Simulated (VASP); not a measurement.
# BaS in VASP: further runs, part 2 of 2

VASP 6.6.1. The steps go on from the part before.

**5. Single point, r2SCAN (uniaxial z strain +3.3%)**

POSCAR

```
BaS
1.0
    0.0000000000      3.2117958739      3.3181063173
    3.2117958739      0.0000000000      3.3181063173
    3.2117958739      3.2117958739      0.0000000000
Ba S
1 1
Direct
    0.0000000000      0.0000000000      0.0000000000
    0.5000000000      0.5000000000      0.5000000000
```

INCAR.step1

```
SYSTEM = BaS
PREC = Accurate
ENCUT = 520
ISMEAR = 0
SIGMA = 0.01
LREAL = .FALSE.
LASPH = .TRUE.
NELM = 80
NBANDS = 15
GGA = PE
ALGO = Normal
EDIFF = 1E-4
LWAVE = .TRUE.
LCHARG = .FALSE.
```

INCAR.step2

```
SYSTEM = BaS
PREC = Accurate
ENCUT = 520
EDIFF = 1E-7
ISMEAR = 0
SIGMA = 0.01
LREAL = .FALSE.
LASPH = .TRUE.
NELM = 80
ALGO = Normal
ISIF = 2
LWAVE = .FALSE.
LCHARG = .TRUE.
METAGGA = R2SCAN
LMIXTAU = .TRUE.
LELF = .TRUE.
LVHAR = .TRUE.
NBANDS = 15
ISTART = 1
```

KPOINTS

```
regular mesh
0
G
  8 8 8
  0 0 0
```

Potentials or basis: VASP PAW PBE potentials, release 64 (Ba_sv, S).

Started as:

```sh
$ cat potpaw_PBE.64/Ba_sv/POTCAR potpaw_PBE.64/S/POTCAR > POTCAR
$ cp INCAR.step1 INCAR
$ mpirun -np 1 vasp_std > vasp.out
$ cp INCAR.step2 INCAR
$ mpirun -np 1 vasp_std > vasp.out
```

OUTCAR:

```text
SYSTEM = BaS
   PREC = Accurate
   ENCUT = 520
   EDIFF = 1E-7
   ISMEAR = 0
   LREAL = .FALSE.
   LASPH = .TRUE.
   NELM = 80
   ISIF = 2
   METAGGA = R2SCAN
   ISTART = 1

 ion  position               nearest neighbor table
   1  0.000  0.000  0.000-   2 3.21   2 3.21   2 3.21   2 3.21   2 3.32   2 3.32
   2  0.500  0.500  0.500-   1 3.21   1 3.21   1 3.21   1 3.21   1 3.32   1 3.32

  LATTYP: Found a body centered tetragonal cell.
 ALAT       =     4.5421652844
 C/A-ratio  =     1.4610240313

  Lattice vectors:

 A1 = (  -3.2117958739,   0.0000000000,   3.3181063173)
 A2 = (   3.2117958739,   0.0000000000,   3.3181063173)
 A3 = (   0.0000000000,   3.2117958739,  -3.3181063173)

Analysis of symmetry for initial positions (statically):
=====================================================================
 Subroutine PRICEL returns:
 Original cell was already a primitive cell.

 Routine SETGRP: Setting up the symmetry group for a
 body centered tetragonal supercell.

 Subroutine GETGRP returns: Found 16 space group operations
 (whereof 16 operations were pure point group operations)
 out of a pool of 16 trial point group operations.

The static configuration has the point symmetry D_4h.

[... 168 lines left out ...]
 k-point     1 :       0.0000    0.0000    0.0000
  band No.  band energies     occupation
      1     -26.0024      2.00000
      2     -10.6497      2.00000
      3     -10.6378      2.00000
      4     -10.6378      2.00000
      5      -9.7545      2.00000
      6       0.9143      2.00000
      7       1.0008      2.00000
      8       1.0008      2.00000
      9       4.8926      0.00000
     10       5.1246      0.00000
     11       5.3406      0.00000
     12       5.3406      0.00000
     13       6.2165      0.00000
     14       6.3465      0.00000
[... 401 lines left out ...]
      2     -11.4495      2.00000
      3     -10.7089      2.00000
      4     -10.6839      2.00000
      5      -8.8816      2.00000
      6      -0.4638      2.00000
      7       0.1996      2.00000
      8       0.3427      2.00000
      9       5.2036      0.00000
     10       6.9934      0.00000
     11       7.1208      0.00000
     12       7.3415      0.00000
     13       8.0610      0.00000
     14       9.5521      0.00000
     15      11.5247      0.00000

 [... further k-points ...]
[... 5 lines left out ...]
  --------------------------------------------------------------------------------------
  -------------------------------------------------------------------------------------
  Total        0.0191342      0.0191342     -0.9595775      0.0000000     -0.0000000     -0.0000000
  in kB        0.4478201      0.4478201    -22.4581767      0.0000000     -0.0000000     -0.0000000
  external PRESSURE =      -7.1875121 kB  Pullay stress =       0.0000000 kB

 VOLUME and BASIS-vectors are now :
 -----------------------------------------------------------------------------
  energy-cutoff  :      520.00
  volume of cell :       68.46
      direct lattice vectors                 reciprocal lattice vectors
     0.000000000  3.211795874  3.318106317    -0.155676145  0.155676145  0.150688360
     3.211795874  0.000000000  3.318106317     0.155676145 -0.155676145  0.150688360
     3.211795874  3.211795874  0.000000000     0.155676145  0.155676145 -0.150688360

 POSITION                                       TOTAL-FORCE (eV/Angst)
 -----------------------------------------------------------------------------------
      0.00000      0.00000      0.00000        -0.000000      0.000000      0.000000
      3.21180      3.21180      3.31811         0.000000     -0.000000      0.000000
 -----------------------------------------------------------------------------------
    total drift:                                0.000000      0.000000      0.000000

  FREE ENERGIE OF THE ION-ELECTRON SYSTEM (eV)
  ---------------------------------------------------
  free  energy   TOTEN  =       -39.1928447991 eV

  energy  without entropy=      -39.1928447991  energy(sigma->0) =      -39.19284480
```

OSZICAR.step1:

```text
N       E                     dE             d eps       ncg     rms          rms(c)
DAV:   1     0.830049726949E+02    0.83005E+02   -0.67125E+03  1770   0.921E+02
DAV:   2    -0.573745375283E+01   -0.88742E+02   -0.80380E+02  2529   0.168E+02
DAV:   3    -0.105916918864E+02   -0.48542E+01   -0.48181E+01  2444   0.415E+01
DAV:   4    -0.106844260555E+02   -0.92734E-01   -0.92714E-01  2337   0.565E+00
DAV:   5    -0.106864765002E+02   -0.20504E-02   -0.20504E-02  2437   0.678E-01    0.455E+00
DAV:   6    -0.101627230774E+02    0.52375E+00   -0.72190E-01  2029   0.506E+00    0.308E+00
DAV:   7    -0.101657741763E+02   -0.30511E-02   -0.19178E-01  2247   0.243E+00    0.208E+00
DAV:   8    -0.101800058529E+02   -0.14232E-01   -0.24963E-02  1980   0.112E+00    0.198E-01
DAV:   9    -0.101810337094E+02   -0.10279E-02   -0.35576E-03  2274   0.437E-01    0.180E-01
DAV:  10    -0.101819455457E+02   -0.91184E-03   -0.10280E-03  1861   0.206E-01    0.454E-02
DAV:  11    -0.101820694985E+02   -0.12395E-03   -0.15784E-04  2168   0.750E-02    0.161E-02
DAV:  12    -0.101820736054E+02   -0.41070E-05   -0.78499E-06  1060   0.190E-02
   1 F= -.10182074E+02 E0= -.10182074E+02  d E =-.463128E-71
```

It took 1.9 min on 1 thread of Intel Xeon 6975P-C (Granite Rapids), shared host; peak memory 0.25 GiB.

What came out:

| Property | Result |
| --- | --- |
| Free energy | -39.1928 eV |
| Pressure | -0.7 GPa |
| Band gap on the k mesh | 2.50 eV, indirect (least direct gap 2.66 eV) |

Stress tensor (GPa, compression positive):
```
 0.04  0.00  0.00
 0.00  0.04  0.00
 0.00  0.00 -2.25
```

Caveat: the cell differs from its parent crystal (uniaxial z strain +3.3%); the PAW data sets were made with another functional, which shifts forces and pressure a little; spin-orbit coupling is left out, which moves the levels of the heavy elements. A k mesh can miss the band edges.

**6. The runs side by side**

| level | cell | smearing | gap on the mesh (eV) | pressure (GPa) |
| --- | --- | --- | --- | --- |
| PBE | a = 4.731 Å, angles 60.0°, 2 atoms | fermi-dirac 0.02 eV | 2.29 | -3.5 |
| r2SCAN | a = 4.731 Å, angles 60.0°, 2 atoms | gaussian 0.01 eV | 2.64 | -3.8 |
| PBE | a = 4.618, b = 4.618, c = 4.542 Å, angles 60.5, 60.5, 58.9°, 2 atoms | fermi-dirac 0.02 eV | 2.15 | -0.6 |
| r2SCAN | a = 4.618, b = 4.618, c = 4.542 Å, angles 60.5, 60.5, 58.9°, 2 atoms | gaussian 0.01 eV | 2.50 | -0.7 |

Alike in all rows: task single point; potentials or basis VASP PAW PBE potentials, release 64 (Ba_sv, S); no spin polarisation; k mesh 8 × 8 × 8; cutoff (eV) 520.

Caveats: spin-orbit coupling is left out, which moves the levels of the heavy elements; the PAW data sets were made with another functional, which shifts forces and pressure a little (some runs).

Total energies depend on the potentials used, so only differences within one code and one set of settings carry meaning.
